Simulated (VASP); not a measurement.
Crystal: SrScS2.

```
CELL_PARAMETERS angstrom
4.24974 0.00000 0.00000
0.00000 4.78217 0.00000
0.00000 0.00000 9.41882
ATOMIC_POSITIONS crystal
Sr 0.25000 0.75000 0.32245
Sr 0.75000 0.25000 0.67755
Sc 0.75000 0.25000 0.09060
Sc 0.25000 0.75000 0.90940
S 0.75000 0.75000 0.05570
S 0.25000 0.25000 0.94430
S 0.75000 0.25000 0.34730
S 0.25000 0.75000 0.65270
```

```yaml
Program: VASP 6.6.1
Task: relaxation of cell and atoms
Functional: PBE
Potentials_or_basis: VASP PAW PBE potentials, release 64 (Sr_sv, Sc_sv, S)
Cutoff: 600 eV
k_mesh: 4 × 4 × 2
Occupations: fermi-dirac, width 0.1 eV
Spin: no spin polarisation
```

At the start: pressure 2.9 GPa; volume 23.93 Å³/atom.

Problem. How do energy, volume and symmetry change on relaxing?

Solution. Over 21 steps the energy falls by 112.3 meV/atom and the volume is 23.63 Å³/atom (-1.2 %); space group Pmmn (No. 59, to 0.1 Å) before and after.

The path:
```tsv
step	energy change (eV)	largest force (eV/Å)	pressure (GPa)	volume (Å³)
1	0.0000	0.9439	2.93	191.42
2	-0.3385	0.9827	-2.02	203.61
3	-0.3391	0.9803	-1.82	203.00
4	-0.5235	1.0102	-1.17	198.18
5	-0.6908	0.8495	0.72	188.60
6	-0.8215	0.3433	0.50	187.63
7	-0.8494	0.3769	0.46	186.94
8	-0.8723	0.2536	-0.11	188.82
9	-0.8784	0.1590	-0.56	190.42
10	-0.8885	0.1406	0.11	188.72
11	-0.8888	0.1389	0.25	188.38
12	-0.8940	0.0941	0.09	188.85
13	-0.8951	0.1046	-0.01	189.18
14	-0.8977	0.0556	-0.04	189.32
15	-0.8982	0.0193	-0.07	189.42
16	-0.8982	0.0209	-0.07	189.41
17	-0.8984	0.0167	0.05	188.99
18	-0.8984	0.0168	0.04	189.01
19	-0.8985	0.0114	-0.02	189.10
20	-0.8985	0.0112	-0.01	189.09
21	-0.8985	0.0023	0.00	189.06
```

Final structure:
```
Sr Sc S
1.0
     3.97189    0.00000    0.00000
     0.00000    5.00417    0.00000
     0.00000    0.00000    9.51175
Sr Sc S
2 2 4
Cartesian
  0.9930 3.7531 3.2479
  2.9789 1.2510 6.2639
  2.9789 1.2510 0.7405
  0.9930 3.7531 8.7713
  2.9789 3.7531 0.8893
  0.9930 1.2510 8.6224
  2.9789 1.2510 3.3327
  0.9930 3.7531 6.1791
```

Caveat: the k points lie up to 0.40 Å⁻¹ apart in the final cell, too coarse for converged energies and pressures of a metal.
